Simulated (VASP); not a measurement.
Wanted: the native input for a VASP 6.6.1 run.

```yaml
Task: single point
Functional: PBEsol
Potentials_or_basis: VASP PAW PBE potentials, release 64 (Mo_sv, W_sv)
Cutoff: 520 eV
k_mesh: 3 × 3 × 3
Occupations: gaussian, width 0.1 eV
Spin: no spin polarisation
Dipole_correction: no
Further_INCAR_settings: LREAL = Auto; ALGO = Normal; EDIFF = 1e-07; NBANDS = 118
```

The structure of MoW14 (a cell with a defect) lies in POSCAR:

```
MoW14
1.0
    6.3200000000      0.0000000000      0.0000000000
    0.0000000000      6.3200000000      0.0000000000
    0.0000000000      0.0000000000      6.3200000000
Mo W
1 14
Direct
   -0.1974522152      0.1973351266     -0.1975322785
    0.4940360759     -0.0052183544      0.0050212025
    0.0051012658      0.5058468354      0.0050212025
    0.0051012658     -0.0052183544      0.4939560127
    0.2469590190      0.2504128165      0.2468789557
    0.5017737342      0.4981091772      0.0001906646
    0.5017738924     -0.0003878165      0.5016938291
    0.7465403481      0.2533427215      0.2547395570
    0.0002707278      0.4981091772      0.5016938291
    0.2460895570      0.7537933544      0.2460094937
    0.2548194620      0.2533427215      0.7464602848
    0.5026587025      0.4972242089      0.5025786392
    0.7494700949      0.7529238924      0.2468791139
    0.2469590190      0.7529238924      0.7493900316
    0.7465401899      0.7450634494      0.7464602848
```

One way to write it, as run:

INCAR

```
SYSTEM = MoW14
PREC = Accurate
ENCUT = 520
EDIFF = 1E-7
ISMEAR = 0
SIGMA = 0.1
LREAL = Auto
LASPH = .True.
NELM = 60
ALGO = Normal
ISIF = 2
LWAVE = .False.
LCHARG = .False.
GGA = PS
NBANDS = 118
```

KPOINTS

```
regular mesh
0
Gamma
  3 3 3
  0 0 0
```

Potentials or basis: VASP PAW PBE potentials, release 64 (Mo_sv, W_sv).

Launch:

```bash
$ cat potpaw_PBE.64/Mo_sv/POTCAR potpaw_PBE.64/W_sv/POTCAR > POTCAR
$ mpirun -np 1 vasp_std > vasp.out
```

It gave:

The pressure is -7.9 GPa. The largest force is 2.072 eV/Å and the band gap on the k mesh is zero (band 105 reaches 10.27 eV, above the bottom of band 106 at 10.04 eV).

Caveat: the PAW data sets were made with another functional, which shifts forces and pressure a little; spin-orbit coupling is left out, which moves the levels of the heavy elements.

Wall time 8.1 min on 1 thread of Intel Xeon 6975P-C, with other jobs on the host, peak memory 0.39 GiB.
